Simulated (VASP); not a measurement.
# W3S in VASP: single point with PBE

Aim: the single point of W3S with PBE.

Program: VASP 6.6.1. These are calculated values, not measurements. Logs are shortened: lines on timing, memory, paths and dates and some standing lists are left out, and cuts for length are marked.

### 1 The cell of the first run

The cell holds a slab with vacuum, 4 atoms: a = 2.855 Å, b = 2.855 Å, c = 19.445 Å, α = 90.00°, β = 90.00°, γ = 90.00°.

### 2 Single point, PBE

The input, INCAR:

```
PREC = Accurate
ENCUT = 400
EDIFF = 1E-6
ISMEAR = 0
SIGMA = 0.1
LREAL = False
LASPH = True
NELM = 120
ALGO = Normal
ISIF = 2
LWAVE = False
LCHARG = False
LDIPOL = True
IDIPOL = 3
DIPOL = 0.5 0.5 0.356
GGA = PE
NBANDS = 32
GGA_COMPAT = False
NELMDL = -8
```

The input, KPOINTS:

```
regular mesh
0
Gamma
  9 9 1
```

The input, POSCAR:

```
W3S
1.0
    2.8547213223      0.0000000000      0.0000000000
    0.0000000000      2.8547213223      0.0000000000
    0.0000000000      0.0000000000     19.4446428902
W S
3 1
Direct
    0.5000000000      0.5000000000      0.2057121863
    0.0000000000      0.0000000000      0.3071173012
    0.5000000000      0.5000000000      0.4085774645
    0.8333333333      0.8333333333      0.5009120351
```

Potentials or basis: VASP PAW PBE potentials, release 64 (W_sv, S).

On the command line:

```
cat potpaw_PBE.64/W_sv/POTCAR potpaw_PBE.64/S/POTCAR > POTCAR
mpirun -np 1 vasp_std > vasp.out
```

OUTCAR:

```text
PREC = Accurate
   ENCUT = 400
   EDIFF = 1E-6
   ISMEAR = 0
   LREAL = False
   LASPH = True
   NELM = 120
   ISIF = 2
   GGA = PE
   NELMDL = -8

 ion  position               nearest neighbor table
   1  0.500  0.500  0.206-   2 2.82   2 2.82   2 2.82   2 2.82
   2  0.000  0.000  0.307-   1 2.82   1 2.82   1 2.82   1 2.82   3 2.82   3 2.82   3 2.82   3 2.82

   3  0.500  0.500  0.409-   4 2.24   4 2.78   4 2.78   2 2.82   2 2.82   2 2.82   2 2.82
   4  0.833  0.833  0.501-   3 2.24   3 2.78   3 2.78

  LATTYP: Found a simple tetragonal cell.
 ALAT       =     2.8547213223
 C/A-ratio  =     6.8113979247

  Lattice vectors:

 A1 = (   2.8547213223,   0.0000000000,   0.0000000000)
 A2 = (   0.0000000000,   2.8547213223,   0.0000000000)
 A3 = (   0.0000000000,   0.0000000000,  19.4446428902)

Analysis of symmetry for initial positions (statically):
=====================================================================
 Subroutine PRICEL returns:
 Original cell was already a primitive cell.

 Routine SETGRP: Setting up the symmetry group for a
 simple tetragonal supercell.

 Subroutine GETGRP returns: Found  2 space group operations
 (whereof  2 operations were pure point group operations)
 out of a pool of 16 trial point group operations.

The static configuration has the point symmetry C_1h.

Analysis of symmetry for dynamics (positions and initial velocities):
=====================================================================
 Subroutine PRICEL returns:
 Original cell was already a primitive cell.

 Routine SETGRP: Setting up the symmetry group for a
 simple tetragonal supercell.

 Subroutine GETGRP returns: Found  2 space group operations
 (whereof  2 operations were pure point group operations)
 out of a pool of 16 trial point group operations.

The dynamic configuration has the point symmetry C_1h.

 Subroutine INISYM returns: Found  2 space group operations
 (whereof  2 operations are pure point group operations),
 and found     1 'primitive' translations

----------------------------------------------------------------------------------------

                                     Primitive cell

  volume of cell :     158.4628

  direct lattice vectors                    reciprocal lattice vectors
     2.854721322  0.000000000  0.000000000     0.350296890  0.000000000  0.000000000
     0.000000000  2.854721322  0.000000000     0.000000000  0.350296890  0.000000000
     0.000000000  0.000000000 19.444642890     0.000000000  0.000000000  0.051428047

  length of vectors
     2.854721322  2.854721322 19.444642890     0.350296890  0.350296890  0.051428047

  position of ions in fractional coordinates (direct lattice)
     0.500000000  0.500000000  0.205712186
     0.000000000  0.000000000  0.307117301
     0.500000000  0.500000000  0.408577464
     0.833333333  0.833333333  0.500912035

  ion indices of the primitive-cell ions
   primitive index   ion index
                 1           1
                 2           2
                 3           3
                 4           4

----------------------------------------------------------------------------------------

 KPOINTS: regular mesh

Automatic generation of k-mesh.
 Grid dimensions read from file:
 generate k-points for:    9    9    1

 Generating k-lattice:

  Cartesian coordinates                     Fractional coordinates (reciprocal lattice)
     0.038921877  0.000000000  0.000000000     0.111111111  0.000000000  0.000000000
     0.000000000  0.038921877  0.000000000     0.000000000  0.111111111  0.000000000
     0.000000000  0.000000000  0.051428047     0.000000000  0.000000000  1.000000000

  Length of vectors
     0.038921877  0.038921877  0.051428047

  Shift w.r.t. Gamma in fractional coordinates (k-lattice)
     0.000000000  0.000000000  0.000000000

 Subroutine IBZKPT returns following result:
 ===========================================

 Found     25 irreducible k-points:

 Following reciprocal coordinates:
            Coordinates               Weight
  0.000000  0.000000  0.000000      1.000000
  0.111111  0.000000  0.000000      4.000000
  0.222222  0.000000  0.000000      4.000000
  0.333333  0.000000  0.000000      4.000000
  0.444444  0.000000  0.000000      4.000000
  0.111111  0.111111  0.000000      2.000000
[... 16 lines left out ...]
 -0.333333  0.444444  0.000000      4.000000
  0.444444  0.444444  0.000000      2.000000
   k-points           NKPTS =     25   k-points in BZ     NKDIM =     25   number of bands    NBANDS=     32
   number of dos      NEDOS =    301   number of ions     NIONS =      4
   total plane-waves  NPLWV =  51200
   dimension x,y,z NGX =    20 NGY =   20 NGZ =  128
   dimension x,y,z NGXF=    40 NGYF=   40 NGZF=  256
   ions per type =               3   1
   NGX,Y,Z   is equivalent  to a cutoff of  11.65, 11.65, 10.94 a.u.
   NGXF,Y,Z  is equivalent  to a cutoff of  23.29, 23.29, 21.89 a.u.
 SYSTEM =  unknown system
   PREC   = accura    normal or accurate (medium, high low for compatibility)
   ISTART =      0    job   : 0-new  1-cont  2-samecut
   ICHARG =      2    charge: 1-file 2-atom 10-const
   ISPIN  =      1    spin polarized calculation?
   LNONCOLLINEAR =      F non collinear calculations
   LSORBIT =      F    spin-orbit coupling
   LASPH  =      T    aspherical Exc in radial PAW
   ENCUT  =  400.0 eV  29.40 Ry    5.42 a.u.   4.66  4.66 31.71*2*pi/ulx,y,z
   NELM   =    120;   NELMIN=  2; NELMDL= -8     # of ELM steps
   EDIFF  = 0.1E-05   stopping-criterion for ELM
   LREAL  =      F    real-space projection
   EDIFFG = 0.1E-04   stopping-criterion for IOM
   NSW    =      0    number of steps for IOM
   IBRION =     -1    ionic relax: 0-MD 1-quasi-New 2-CG
   NFREE  =      0    steps in history (QN), initial steepest desc. (CG)
   ISIF   =      2    stress and relaxation
   ISYM   =      2    0-nonsym 1-usesym 2-fastsym
   POTIM  = 0.5000    time-step for ionic-motion
   TEBEG  =    0.0;   TEEND  =   0.0 temperature during run
   PSTRESS=    0.0 pullay stress
   NELECT =      48.0000    total number of electrons
   NUPDOWN=      -1.0000    fix difference up-down
   EMIN   =  10.00;   EMAX   =-10.00  energy-range for DOS
   EFERMI =   0.00;   METHOD = LEGACY
   ISMEAR =     0;   SIGMA  =   0.10  broadening in eV -4-tet -1-fermi 0-gaus
   EFERMI_NEDOS =   21; number of points for ismear=-14 and -15
   IALGO  =     38    algorithm
   IMIX   =      4    mixing-type and parameters
     AMIX     =   0.40;   BMIX     =  1.00
     AMIX_MAG =   1.60;   BMIX_MAG =  1.00
  volume/ion in A,a.u.               =      39.62       267.34
  Fermi-wavevector in a.u.,A,eV,Ry     =   1.099460  2.077678 16.446890  1.208812
  Thomas-Fermi vector in A             =   2.235855
   LORBIT       =      0    0 simple, 1 ext, 2 COOP (PROOUT), +10 PAW based schemes
   GGA     = PE    functional components
   LHFCALC =     F    Hartree Fock is set to
   AEXX    =    0.0000 exact exchange contribution
   IVDW    =     0    specifies the selected vdW correction
   LEPSILON=     F    determine dielectric tensor
   LRPA    =     F    only Hartree local field effects (RPA)
 non-spin polarized calculation
 Gauss-broadening in eV      SIGMA  =   0.10
  energy-cutoff  :      400.00
  volume of cell :      158.46
 maximum number of plane-waves:      2931
   NGX =  9   NGY =  9   NGZ = 63

 dipolmoment           0.000000      0.000000      0.254694 electrons x Angstroem

 number of electron      48.0000001 magnetization

 dipolmoment           0.000000      0.000000     -0.003694 electrons x Angstroem

 Free energy of the ion-electron system (eV)
  ---------------------------------------------------
  ext. energy  EPLUGINS =         0.00000000
  ---------------------------------------------------
  free energy    TOTEN  =       -39.80382844 eV

  energy without entropy =      -39.78090256  energy(sigma->0) =      -39.79236550

 E-fermi :   1.5256     XC(G=0):  -6.1654

 val. band max:        1.4849571367   @ k =  -0.2222   0.2222   0.0000
 cond. band min:       1.5398192668   @ k =  -0.1111   0.2222   0.0000
 fundamental gap:      0.0548621301
 Fermi energy:         1.5255739349

 k-point     1 :       0.0000    0.0000    0.0000
  band No.  band energies     occupation
      1     -72.6612      2.00000
      2     -72.3319      2.00000
      3     -72.0659      2.00000
      4     -37.1385      2.00000
      5     -36.7685      2.00000
      6     -36.6136      2.00000
[... 24 lines left out ...]
     31       4.9060      0.00000
     32       5.4941      0.00000

 k-point     2 :       0.1111    0.0000    0.0000
  band No.  band energies     occupation
      1     -72.6568      2.00000
      2     -72.3272      2.00000
      3     -72.0628      2.00000
      4     -37.1235      2.00000
      5     -36.7900      2.00000
      6     -36.6590      2.00000
[... 24 lines left out ...]
     31       4.3690      0.00000
     32       5.6262      0.00000

 k-point     3 :       0.2222    0.0000    0.0000
  band No.  band energies     occupation
      1     -72.6455      2.00000
      2     -72.3152      2.00000
      3     -72.0549      2.00000
      4     -37.0962      2.00000
      5     -36.9164      2.00000
      6     -36.7305      2.00000
[... 24 lines left out ...]
     31       4.6035      0.00000
     32       5.2851      0.00000

 k-point     4 :       0.3333    0.0000    0.0000
  band No.  band energies     occupation
      1     -72.6326      2.00000
      2     -72.3014      2.00000
      3     -72.0460      2.00000
      4     -37.1408      2.00000
      5     -37.0625      2.00000
      6     -36.7614      2.00000
[... 24 lines left out ...]
     31       5.1457      0.00000
     32       5.6581      0.00000

 k-point     5 :       0.4444    0.0000    0.0000
  band No.  band energies     occupation
      1     -72.6242      2.00000
      2     -72.2924      2.00000
      3     -72.0402      2.00000
      4     -37.2554      2.00000
      5     -37.1033      2.00000
      6     -36.8245      2.00000
[... 584 lines left out ...]
     31       5.3241      0.00000
     32       5.9229      0.00000

 k-point    22 :       0.4444    0.3333    0.0000
  band No.  band energies     occupation
      1     -72.5980      2.00000
      2     -72.2667      2.00000
      3     -72.0141      2.00000
      4     -37.1772      2.00000
      5     -37.0491      2.00000
      6     -36.9127      2.00000
[... 24 lines left out ...]
     31       6.0856      0.00000
     32       6.7174      0.00000

 k-point    23 :      -0.3333    0.4444    0.0000
  band No.  band energies     occupation
      1     -72.5980      2.00000
      2     -72.2667      2.00000
      3     -72.0141      2.00000
      4     -37.1753      2.00000
      5     -37.0514      2.00000
      6     -36.9113      2.00000
[... 24 lines left out ...]
     31       6.0428      0.00000
     32       6.7160      0.00000

 k-point    24 :       0.4444    0.4444    0.0000
  band No.  band energies     occupation
      1     -72.5902      2.00000
      2     -72.2592      2.00000
      3     -72.0064      2.00000
      4     -37.1862      2.00000
      5     -37.1376      2.00000
      6     -36.8825      2.00000
[... 24 lines left out ...]
     31       6.5356      0.00000
     32       6.7975      0.00000

 [... further k-points ...]

------------------------ aborting loop because EDIFF is reached ----------------------------------------

 vacuum level on the upper side and lower side of the slab       (xc-potential included)        -0.185        -0.140

  FORCE on cell =-STRESS in cart. coord.  units (eV):
  Direction    XX          YY          ZZ          XY          YZ          ZX
  --------------------------------------------------------------------------------------
  -------------------------------------------------------------------------------------
  Total       -0.7803032     -0.7803032     -0.4236068      2.3536568      1.7195282      1.7195272
  in kB       -7.8894468     -7.8894468     -4.2829804     23.7972248     17.3857121     17.3857017
  external PRESSURE =      -6.6872914 kB  Pullay stress =       0.0000000 kB

 VOLUME and BASIS-vectors are now :
 -----------------------------------------------------------------------------
  energy-cutoff  :      400.00
  volume of cell :      158.46
      direct lattice vectors                 reciprocal lattice vectors
     2.854721322  0.000000000  0.000000000     0.350296890  0.000000000  0.000000000
     0.000000000  2.854721322  0.000000000     0.000000000  0.350296890  0.000000000
     0.000000000  0.000000000 19.444642890     0.000000000  0.000000000  0.051428047

 POSITION                                       TOTAL-FORCE (eV/Angst)
 -----------------------------------------------------------------------------------
      1.42736      1.42736      4.00000        -0.047186     -0.047186     -0.111084
      0.00000      0.00000      5.97179        -0.265424     -0.265424      0.409296
      1.42736      1.42736      7.94464        -0.249793     -0.249793     -0.293837
      2.37893      2.37893      9.74006         0.562404      0.562404     -0.004376
 -----------------------------------------------------------------------------------
    total drift:                               -0.000096     -0.000096     -0.000988

  FREE ENERGIE OF THE ION-ELECTRON SYSTEM (eV)
  ---------------------------------------------------
  free  energy   TOTEN  =       -39.8038284377 eV

  energy  without entropy=      -39.7809025644  energy(sigma->0) =      -39.79236550

 vacuum level on the upper side and lower side of the slab         5.914         5.960
```

Run time: 3.8 min. Hardware: 1 thread of Intel Xeon 8259CL, shared host; peak memory 0.25 GiB.

Results:

```yaml
Free_energy: -39.8038 eV
Largest_force: 0.795 eV/Å
Band_gap_on_the_k_mesh: zero (bands 24 and 25 overlap by 0.92 eV)
```

Forces on the atoms (eV/Å):
```
W   -0.047 -0.047 -0.111
W   -0.265 -0.265  0.409
W   -0.250 -0.250 -0.294
S    0.562  0.562 -0.004
```

Caveat: spin-orbit coupling is left out, which moves the levels of the heavy elements.

The gap in the log of VASP goes by the Fermi energy; the results here count the filled bands.